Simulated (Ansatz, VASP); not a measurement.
# Mg3Sb2 in VASP and in Ansatz

File INCAR:

```
SYSTEM = Mg3Sb2
PREC     = Accurate       ! precision mode
ENCUT    = 600            ! plane-wave cutoff, eV
EDIFF    = 1E-6           ! SCF threshold, eV
ISMEAR   = 0              ! smearing method
SIGMA    = 0.05           ! smearing width, eV
LREAL    = .FALSE.        ! projectors in reciprocal space
LASPH    = .TRUE.         ! aspherical terms in the spheres
NELM     = 200            ! most SCF steps
ALGO     = Normal         ! electronic algorithm
ISIF     = 2              ! what is computed and relaxed
LWAVE    = .FALSE.        ! write WAVECAR
LCHARG   = .TRUE.         ! write CHGCAR
MAGMOM   = 0 0 0 0 0 0 0 0 0 0 0 0 0 0 0 ! initial moments
LORBIT   = 11             ! projections on sites
LSORBIT  = .TRUE.         ! spin-orbit coupling
GGA_COMPAT= .FALSE.      
LORBMOM  = .TRUE.       
GGA      = PE             ! functional
LVHAR    = .TRUE.       
NBANDS   = 31             ! bands
```

The input KPOINTS:

```
Automatic mesh
0
G
  6 6 4
  0 0 0
```

The input POSCAR:

```
Mg3Sb2
1.0
    4.5196675444      0.0000000000      0.0000000000
   -2.2598337722      3.9141469101      0.0000000000
    0.0000000000      0.0000000000      7.1473717354
Sb Mg
2 3
Direct
    0.3333333333      0.6666666667      0.2257453521
    0.6666666667      0.3333333333      0.7742546479
    0.0000000000      0.0000000000      0.0000000000
    0.3333333333      0.6666666667      0.6328708476
    0.6666666667      0.3333333333      0.3671291524
```

Input for Ansatz:

```yaml
crystal:
  lattice:
    - [4.5196675444, 0.0, 0.0]
    - [-2.2598337722, 3.9141469101, 0.0]
    - [0.0, 0.0, 7.1473717354]
  atoms:
    - { symbol: Sb, position: [0.3333333333, 0.6666666667, 0.2257453521] }
    - { symbol: Sb, position: [0.6666666667, 0.3333333333, 0.7742546479] }
    - { symbol: Mg, position: [0.0, 0.0, 0.0] }
    - { symbol: Mg, position: [0.3333333333, 0.6666666667, 0.6328708476] }
    - { symbol: Mg, position: [0.6666666667, 0.3333333333, 0.3671291524] }
basis:
  ecutwfc: 420
  ecutrho_ratio: 4
kpoints:
  mp_grid: { grid: [6, 6, 4] }
hamiltonian:
  xc: pbe
scf:
  occupations: { method: gaussian, width: 0.05 }
output:
  forces: true
  stress: true
  eigenvalues: true
  populations: true
  topological_invariants: true
magnetization:
  noncollinear: true
  spin_orbit: true
```

Alike in both runs: task single point; functional PBE; k mesh 6 × 6 × 4; occupations gaussian, width 0.05 eV; non-collinear spin, spin-orbit coupling.

```csv
,VASP,Ansatz
version,VASP 6.6.1,Ansatz 0.2.0
potentials or method,"VASP PAW PBE potentials, release 64 (Sb, Mg), cutoff 600 eV","plane waves, PAW"
valence electrons in the cell,16,60
```

VASP gave:

| Property | Result |
| --- | --- |
| pressure (GPa) | 2.6 |
| traceless stress, the component that is largest in VASP (GPa) | -0.19 |
| rms of the force components (eV/Å) | 0.051 |

What did Ansatz give for the same quantities?

Pressure (GPa): 2.5; traceless stress, the component that is largest in VASP (GPa): -0.19; rms of the force components (eV/Å): 0.043.

Atom by atom the forces differ by 0.008 eV/Å (rms over components). VASP's potentials hold 16 valence electrons a cell and Ansatz's 60, so a difference there can come from the potentials and not from the codes.
